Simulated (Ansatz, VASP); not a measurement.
One calculation of MgO, two programs

INCAR

```
SYSTEM = MgO
  PREC = Accurate
  ENCUT = 520
  EDIFF = 1E-7
  ISMEAR = 0
  SIGMA = 0.01
  LREAL = .FALSE.
  LASPH = .TRUE.
  NELM = 100
  ALGO = Normal
  ISIF = 2
  LWAVE = .FALSE.
  LCHARG = .FALSE.
  GGA = PS
  NBANDS = 11
```

File KPOINTS:

```
Automatic mesh
0
G
  10 10 10
  0 0 0
```

The input POSCAR:

```
MgO
1.0
    0.0000000000      2.1071401257      2.1071401257
    2.1071401257      0.0000000000      2.1071401257
    2.1071401257      2.1071401257      0.0000000000
Mg O
1 1
Direct
    0.0000000000      0.0000000000      0.0000000000
    0.5000000000      0.5000000000      0.5000000000
```

Input for Ansatz:

```yaml
crystal:
  lattice:
    - [0.0, 2.10714012571, 2.10714012571]
    - [2.10714012571, 0.0, 2.10714012571]
    - [2.10714012571, 2.10714012571, 0.0]
  atoms:
    - { symbol: Mg, position: [0.0, 0.0, 0.0] }
    - { symbol: O, position: [0.5, 0.5, 0.5] }
kpoints:
  mp_grid: { grid: [10, 10, 10] }
scf:
  occupations: { method: fixed }
hamiltonian:
  xc: pbesol
  pseudopotentials: { kind: all_electron, lapw: { basis_error: 0.001 } }
output:
  forces: true
  stress: true
  eigenvalues: true
  eigenstates:
    nscf_kmesh: { grid: [16, 16, 16] }
    de_dk: true
    e_range: [-9, 14.61873791847]
  optics:
    e_range: [0, 30]
    de: 0.2
    sigma: 0.1
    bands: { spectra_wanted_up_to: 30 }
    nscf_kmesh: { grid: [16, 16, 16] }
checkpoint:
  write: ck
  write_wavefunctions: false
```

Alike in both runs: task single point; functional PBEsol; k mesh 10 × 10 × 10; no spin polarisation.

```csv
,VASP,Ansatz
version,VASP 6.6.1,Ansatz 0.2.0
potentials or method,"VASP PAW PBE potentials, release 64 (Mg, O), cutoff 520 eV","all-electron LAPW, scalar-relativistic"
occupations,"gaussian, width 0.01 eV",fixed
```

```csv
,VASP,Ansatz,Ansatz less VASP
gap on the k mesh at the Fermi level (eV),4.62,4.62,+0.002
pressure (GPa),-0.5,0.1,+0.58
```

VASP's potentials were made for PBE, not for PBEsol. Ansatz ran all-electron here, and VASP with PAW potentials.
